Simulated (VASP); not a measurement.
A run of VASP 6.6.1 is set up as follows.

File INCAR:

```
SYSTEM = Ge7I
PREC     = Accurate       ! precision mode
ENCUT    = 520            ! plane-wave cutoff, eV
EDIFF    = 1E-7           ! SCF threshold, eV
ISMEAR   = 0              ! smearing method
SIGMA    = 0.1            ! smearing width, eV
LREAL    = .False.        ! projectors in reciprocal space
LASPH    = .True.         ! aspherical terms in the spheres
NELM     = 100            ! most SCF steps
ALGO     = Normal         ! electronic algorithm
ISIF     = 2              ! what is computed and relaxed
LWAVE    = .False.        ! write WAVECAR
LCHARG   = .True.         ! write CHGCAR
GGA      = PE             ! functional
LELF     = .True.         ! ELF
LVHAR    = .True.       
NBANDS   = 62             ! bands
```

File KPOINTS:

```
regular mesh
0
Gamma
  3 3 3
  0 0 0
```

The input POSCAR:

```
Ge7I
1.0
    3.9856468706      2.3011142950      4.6420535353
   -3.9856468706      2.3011142950      4.6420535353
    0.0000000000     -4.6022285860      4.6420535373
Ge I
7 1
Direct
    0.1731168576      0.8268831424      0.5000000000
    0.5000000000      0.1731168576      0.8268831424
    0.8268831424      0.5000000000      0.1731168576
    0.8268831424      0.1731168576      0.5000000000
    0.5000000000      0.8268831424      0.1731168576
    0.1731168576      0.5000000000      0.8268831424
    0.5000000000      0.5000000000      0.5000000000
    0.0000000000      0.0000000000      0.0000000000
```

Potentials or basis: VASP PAW PBE potentials, release 64 (Ge_d, I).

The run is started by

```console
$ cat potpaw_PBE.64/Ge_d/POTCAR potpaw_PBE.64/I/POTCAR > POTCAR
$ mpirun -np 1 vasp_std > vasp.out
```

(1) What does it give for the largest force?

(2) Estimate the pressure.

Answers

(1) 0.006 eV/Å.

(2) 0.0 GPa.

Caveat: an odd number of electrons without spin polarisation forces a metal; a magnetic or distorted state may lie lower.
